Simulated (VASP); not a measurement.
# Br (P1) in VASP: single point with PBEsol

Aim: the single point of Br with PBEsol.

All numbers are computed with VASP 6.6.1; they aren't measurements. Logs are shortened: lines on timing, memory, paths and dates and some standing lists are left out, and cuts for length are marked.

## 1. The cell of the first run

The typed cell holds 18 atoms: a = 8.141 Å, b = 8.469 Å, c = 8.469 Å, α = 90.00°, β = 110.29°, γ = 110.29°.

## 2. Single point, PBEsol (dynamics (npt langevin) at 450 K, volume x 1.01, from the last frame before)

INCAR reads:

```
PREC = Accurate
ENCUT = 520
EDIFF = 1E-6
ISMEAR = -1
SIGMA = 0.05
LREAL = Auto
LASPH = True
NELM = 80
ALGO = Normal
ISIF = 2
LWAVE = False
LCHARG = True
GGA = PS
LELF = True
LVHAR = True
NBANDS = 78
```

KPOINTS reads:

```
Automatic mesh
0
Gamma
  2 2 2
  0.5 0.5 0.5
```

POSCAR reads:

```
Br
1.0
   -2.8228940000      2.8228940000     -7.0944940000
    8.4686830000      0.0000000000      0.0000000000
    0.0000000000     -8.4686830000      0.0000000000
Br
18
Direct
    0.5227484864      0.0033920936      0.6705529733
    0.0033979872      0.0082344749      0.6596030525
    0.4932585749      0.3415527150      0.6828969359
   -0.0198641369      0.3181402170      0.6648285982
    0.4982189005      0.6897413854      0.6889435045
    0.0213206185      0.6689305582      0.6748950039
    0.5111886767      0.0045051218      0.3465259531
   -0.0124278067     -0.0156016444      0.3193455959
    0.4898119584      0.3316433309      0.2913231300
   -0.0035488084      0.3380188029      0.3396986391
    0.4895055236      0.6655284187      0.3457809444
    0.0135798268      0.6768218165      0.3524383203
    0.5032387088      0.0030735041     -0.0028708677
   -0.0093979923     -0.0011227881     -0.0184024524
    0.5092405463      0.3399385811     -0.0117022821
   -0.0082886813      0.3217959547     -0.0045151140
    0.4811273362      0.6511034208      0.0087122721
    0.0199157262      0.6745943831      0.0064093772
```

Potentials or basis: VASP PAW PBE potentials, release 64 (Br).

Started as:

```sh
$ cat potpaw_PBE.64/Br/POTCAR > POTCAR
$ mpirun -np 1 vasp_std > vasp.out
```

OUTCAR:

```text
PREC = Accurate
   ENCUT = 520
   EDIFF = 1E-6
   ISMEAR = -1
   LREAL = Auto
   LASPH = True
   NELM = 80
   ISIF = 2
   GGA = PS

 ion  position               nearest neighbor table
   1  0.523  0.003  0.671-   5 2.60   7 2.71
   2  0.003  0.008  0.660-   4 2.70  14 2.76
   3  0.493  0.342  0.683-  15 2.54
   4  0.980  0.318  0.665-   2 2.70  16 2.77
   5  0.498  0.690  0.689-   1 2.60  17 2.77
   6  0.021  0.669  0.675-  12 2.71
   7  0.511  0.005  0.347-   1 2.71
   8  0.988  0.984  0.319-  12 2.69
   9  0.490  0.332  0.291-  15 2.62
  10  0.996  0.338  0.340-
  11  0.490  0.666  0.346-
  12  0.014  0.677  0.352-   8 2.69   6 2.71
  13  0.503  0.003  0.997-
  14  0.991  0.999  0.982-  16 2.73   2 2.76
  15  0.509  0.340  0.988-   3 2.54   9 2.62  17 2.73
  16  0.992  0.322  0.995-  14 2.73   4 2.77
  17  0.481  0.651  0.009-  15 2.73   5 2.77
  18  0.020  0.675  0.006-

  LATTYP: Found a base centered monoclinic cell.
 ALAT       =    11.9765263540
 B/A-ratio  =     1.0000000000
 C/A-ratio  =     0.6797126262
 COS(beta)  =    -0.4904032691

  Lattice vectors:

 A1 = (   8.4686830000,   0.0000000000,   0.0000000000)
 A2 = (   0.0000000000,  -8.4686830000,   0.0000000000)
 A3 = (  -2.8228940000,   2.8228940000,  -7.0944940000)

Analysis of symmetry for initial positions (statically):
=====================================================================
 Subroutine PRICEL returns:
 Original cell was already a primitive cell.

 Routine SETGRP: Setting up the symmetry group for a
 base centered monoclinic supercell.

 Subroutine GETGRP returns: Found  1 space group operations
 (whereof  1 operations were pure point group operations)
 out of a pool of  4 trial point group operations.

The static configuration has the point symmetry C_1 .

Analysis of symmetry for dynamics (positions and initial velocities):
=====================================================================
 Subroutine PRICEL returns:
 Original cell was already a primitive cell.

[... 114 lines left out ...]
   LSORBIT =      F    spin-orbit coupling
   LASPH  =      T    aspherical Exc in radial PAW
   ENCUT  =  520.0 eV  38.22 Ry    6.18 a.u.  15.14 15.75 15.75*2*pi/ulx,y,z
   NELM   =     80;   NELMIN=  2; NELMDL= -5     # of ELM steps
   EDIFF  = 0.1E-05   stopping-criterion for ELM
   LREAL  =      T    real-space projection
   EDIFFG = 0.1E-04   stopping-criterion for IOM
   NSW    =      0    number of steps for IOM
   IBRION =     -1    ionic relax: 0-MD 1-quasi-New 2-CG
   NFREE  =      0    steps in history (QN), initial steepest desc. (CG)
   ISIF   =      2    stress and relaxation
   ISYM   =      2    0-nonsym 1-usesym 2-fastsym
   POTIM  = 0.5000    time-step for ionic-motion
   TEBEG  =    0.0;   TEEND  =   0.0 temperature during run
   PSTRESS=    0.0 pullay stress
   NELECT =     126.0000    total number of electrons
   NUPDOWN=      -1.0000    fix difference up-down
   EMIN   =  10.00;   EMAX   =-10.00  energy-range for DOS
   EFERMI =   0.00;   METHOD = LEGACY
   ISMEAR =    -1;   SIGMA  =   0.05  broadening in eV -4-tet -1-fermi 0-gaus
   EFERMI_NEDOS =   21; number of points for ismear=-14 and -15
   IALGO  =     38    algorithm
   IMIX   =      4    mixing-type and parameters
     AMIX     =   0.40;   BMIX     =  1.00
     AMIX_MAG =   1.60;   BMIX_MAG =  1.00
  volume/ion in A,a.u.               =      28.27       190.76
  Fermi-wavevector in a.u.,A,eV,Ry     =   1.028049  1.942732 14.379799  1.056885
  Thomas-Fermi vector in A             =   2.162026
   LORBIT       =      0    0 simple, 1 ext, 2 COOP (PROOUT), +10 PAW based schemes
   GGA     = PS    functional components
   LHFCALC =     F    Hartree Fock is set to
   AEXX    =    0.0000 exact exchange contribution
   IVDW    =     0    specifies the selected vdW correction
   LEPSILON=     F    determine dielectric tensor
   LRPA    =     F    only Hartree local field effects (RPA)
 non-spin polarized calculation
  energy-cutoff  :      520.00
  volume of cell :      508.81
 maximum number of plane-waves:     13698
 NGX is ok and might be reduce to    64
   NGX = 31   NGY = 31   NGZ = 31

 number of electron     125.9999997 magnetization

 Free energy of the ion-electron system (eV)
  ---------------------------------------------------
  ext. energy  EPLUGINS =         0.00000000
  ---------------------------------------------------
  free energy    TOTEN  =       -29.54341849 eV

  energy without entropy =      -29.37611171  energy(sigma->0) =      -29.45976510

 E-fermi :   1.9487     XC(G=0):  -8.9460

 val. band max:        1.9078105958   @ k =   0.2500  -0.2500   0.2500
 cond. band min:       1.9596252230   @ k =   0.2500   0.2500   0.2500
 fundamental gap:      0.0518146273
 Fermi energy:         1.9487166809

 k-point     1 :       0.2500    0.2500    0.2500
  band No.  band energies     occupation
      1     -14.9539      2.00000
      2     -14.5929      2.00000
      3     -14.4617      2.00000
      4     -14.0613      2.00000
      5     -13.9210      2.00000
      6     -13.7094      2.00000
[... 301 lines left out ...]
     74       7.7561      0.00000
     75       7.8509      0.00000
 [bands above 75 left out]

------------------------ aborting loop because EDIFF is reached ----------------------------------------

  FORCE on cell =-STRESS in cart. coord.  units (eV):
  Direction    XX          YY          ZZ          XY          YZ          ZX
  --------------------------------------------------------------------------------------
  -------------------------------------------------------------------------------------
  Total        9.1552642     -1.3066785      0.7244834      0.3518182     -0.0347846      0.1903879
  in kB       28.8289141     -4.1145862      2.2813181      1.1078367     -0.1095329      0.5995104
  external PRESSURE =       8.9985487 kB  Pullay stress =       0.0000000 kB

 VOLUME and BASIS-vectors are now :
 -----------------------------------------------------------------------------
  energy-cutoff  :      520.00
  volume of cell :      508.81
      direct lattice vectors                 reciprocal lattice vectors
    -2.822894000  2.822894000 -7.094494000     0.000000000  0.000000000 -0.140954380
     8.468683000  0.000000000  0.000000000     0.118082115  0.000000000 -0.046984788
     0.000000000 -8.468683000  0.000000000     0.000000000 -0.118082115 -0.046984788

 POSITION                                       TOTAL-FORCE (eV/Angst)
 -----------------------------------------------------------------------------------
     -1.44694     -4.20304     -3.70864         0.286952     -0.163787      0.174529
      0.06014     -5.57638     -0.02411        -0.380533      0.031052      0.081840
      1.50008     -4.39082     -3.49942         0.045023      0.158744     -0.126217
     -0.07259     -2.86340     -6.95357         0.247448      0.115595     -0.178227
      4.43478     -4.42802     -3.53461        -0.586889      0.141163      0.008242
      5.60478     -5.65529     -0.15126         0.199395     -0.211614      0.122114
[... 10 lines left out ...]
      4.15582      1.28439     -3.41335         0.857720      0.016312     -0.099141
      5.65671      0.00194     -0.14129        -0.050816      0.120235      0.121108
 -----------------------------------------------------------------------------------
    total drift:                               -0.000367      0.004672      0.023641

  FREE ENERGIE OF THE ION-ELECTRON SYSTEM (eV)
  ---------------------------------------------------
  free  energy   TOTEN  =       -29.5434184884 eV

  energy  without entropy=      -29.3761117142  energy(sigma->0) =      -29.45976510
```

OSZICAR:

```text
N       E                     dE             d eps       ncg     rms          rms(c)
DAV:   1     0.904587982865E+03    0.90459E+03   -0.53190E+04   624   0.138E+03
DAV:   2     0.570975173072E+02   -0.84749E+03   -0.82265E+03   808   0.238E+02
DAV:   3    -0.289168073431E+02   -0.86014E+02   -0.83734E+02   712   0.852E+01
DAV:   4    -0.305240331655E+02   -0.16072E+01   -0.15918E+01   688   0.132E+01
DAV:   5    -0.305518397704E+02   -0.27807E-01   -0.27756E-01   714   0.153E+00    0.293E+01
DAV:   6    -0.297989330549E+02    0.75291E+00   -0.69635E-01   704   0.359E+00    0.181E+01
DAV:   7    -0.300408133987E+02   -0.24188E+00   -0.19373E+00   700   0.509E+00    0.489E+00
DAV:   8    -0.295884370677E+02    0.45238E+00   -0.21447E+00   712   0.393E+00    0.187E+00
DAV:   9    -0.295685258159E+02    0.19911E-01   -0.74922E-01   666   0.159E+00    0.138E+00
DAV:  10    -0.295483428877E+02    0.20183E-01   -0.16254E-01   660   0.800E-01    0.809E-01
DAV:  11    -0.295449718780E+02    0.33710E-02   -0.17783E-02   672   0.368E-01    0.491E-01
DAV:  12    -0.295435456376E+02    0.14262E-02   -0.82486E-03   660   0.260E-01    0.137E-01
DAV:  13    -0.295434486670E+02    0.96971E-04   -0.97773E-04   672   0.109E-01    0.910E-02
DAV:  14    -0.295434246192E+02    0.24048E-04   -0.82008E-05   666   0.380E-02    0.622E-02
DAV:  15    -0.295434168395E+02    0.77797E-05   -0.50321E-05   666   0.207E-02    0.201E-02
DAV:  16    -0.295434184791E+02   -0.16396E-05   -0.10515E-05   688   0.104E-02    0.879E-03
DAV:  17    -0.295434184884E+02   -0.92741E-08   -0.12462E-06   378   0.438E-03
   1 F= -.29543418E+02 E0= -.29459765E+02  d E =-.167307E+00
```

stdout:

```text
POSCAR found type information on POSCAR Br
 POSCAR found :  1 types and      18 ions
 scaLAPACK will be used
 -----------------------------------------------------------------------------
|                                                                             |
|                                                                             |
|     You enforced a specific xc type in the INCAR file but a different       |
|     I HOPE YOU KNOW WHAT YOU ARE DOING!                                     |
|                                                                             |
 -----------------------------------------------------------------------------

 LDA part: xc-table for (Slater+PW92), standard interpolation
 POSCAR, INCAR and KPOINTS ok, starting setup
 FFT: planning ... GRIDC
 FFT: planning ... GRID_SOFT
 FFT: planning ... GRID
 WAVECAR not read
 entering main loop
```

Wall time 7.2 min (1 thread of AMD EPYC 7R43 (Zen 3), shared host); peak memory 0.51 GiB.

What came out:

| Item | Value |
| --- | --- |
| Free energy | -29.5434 eV |
| Pressure | 0.9 GPa |
| Largest force | 0.864 eV/Å |
| Band gap on the k mesh | 0.05 eV, indirect (the least direct gap lies 4.0 meV higher) |

Forces on the atoms (eV/Å):
```
Br   0.287 -0.164  0.175
Br  -0.381  0.031  0.082
Br   0.045  0.159 -0.126
Br   0.247  0.116 -0.178
Br  -0.587  0.141  0.008
Br   0.199 -0.212  0.122
Br  -0.072  0.317  0.073
Br   0.368 -0.164 -0.115
Br   0.067 -0.296 -0.121
Br  -0.235  0.133  0.033
Br   0.051  0.154 -0.053
Br  -0.163  0.227  0.078
Br  -0.393 -0.194 -0.054
Br  -0.120 -0.182 -0.116
Br  -0.327 -0.089  0.200
Br   0.205 -0.114 -0.029
Br   0.858  0.016 -0.099
Br  -0.051  0.120  0.121
```

Caveat: the PAW data sets were made with another functional, which shifts forces and pressure a little. A k mesh can miss the band edges.
